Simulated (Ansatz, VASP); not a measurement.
One calculation of LiNbO3, two programs

```xyz
5
Lattice="3.9332 0.0000 0.0000 0.0000 3.9332 0.0000 0.0000 0.0000 3.9332" Properties=species:S:1:pos:R:3 pbc="T T T"
Li    0.0000    0.0000    0.0000
Nb    1.9666    1.9666    1.9666
O     1.9666    1.9666    0.0000
O     1.9666    0.0000    1.9666
O     0.0000    1.9666    1.9666
```

Alike in both runs: task single point; functional PBE; k mesh 6 × 6 × 6; non-collinear spin, spin-orbit coupling.

|  | VASP | Ansatz |
| --- | --- | --- |
| version | VASP 6.6.1 | Ansatz 0.2.0 |
| potentials or method | VASP PAW PBE potentials, release 64 (Li_sv, Nb_sv, O) | plane waves, PAW |
| plane-wave cutoff (eV) | 520 | 420 |
| occupations | gaussian, width 0.01 eV | fixed |
| valence electrons in the cell | 34 | 34 |

|  | VASP | Ansatz | Ansatz less VASP |
| --- | --- | --- | --- |
| net moment per atom (μB) | 0.00 | 0.00 | 0.000 |

Noted on VASP's run: the cutoff is short for stress, so the pressure is rough.
